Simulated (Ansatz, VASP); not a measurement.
**CdSe in VASP and in Ansatz**

```
Cd Se
1.0
     4.19104    0.00000    0.00000
    -2.09552    3.62954    0.00000
     0.00000    0.00000    7.36596
Cd Se
2 2
Cartesian
  2.0955 1.2098 0.0000
  0.0000 2.4197 3.6830
  2.0955 1.2098 2.7622
  0.0000 2.4197 6.4452
```

Change from the starting cell: strain -0.025 along x and y, +0.050 along z, atoms carried along.

Alike in both runs: task single point; functional PBE; k mesh 6 × 6 × 4; occupations gaussian, width 0.05 eV; no spin polarisation.

|  | VASP | Ansatz |
| --- | --- | --- |
| version | VASP 6.6.1 | Ansatz 0.2.0 |
| potentials or method | VASP PAW PBE potentials, release 64 (Cd, Se), cutoff 520 eV | scalar-relativistic, plane waves, PAW |
| valence electrons in the cell | 36 | 72 |

|  | VASP | Ansatz | Ansatz less VASP |
| --- | --- | --- | --- |
| gap on the k mesh at the Fermi level (eV) | 0.58 | 0.58 | +0.002 |
| least direct gap on the mesh (eV) | 0.58 | 0.58 | +0.002 |
| pressure (GPa) | 3.9 | 3.5 | -0.34 |
| traceless stress, the component that is largest in VASP (GPa) | -4.25 | -4.16 | +0.097 |
| rms of the force components (eV/Å) | 0.279 | 0.266 | -0.0122 |

Atom by atom the forces differ by 0.012 eV/Å (rms over components). VASP's potentials hold 36 valence electrons a cell and Ansatz's 72, so a difference there can come from the potentials and not from the codes.
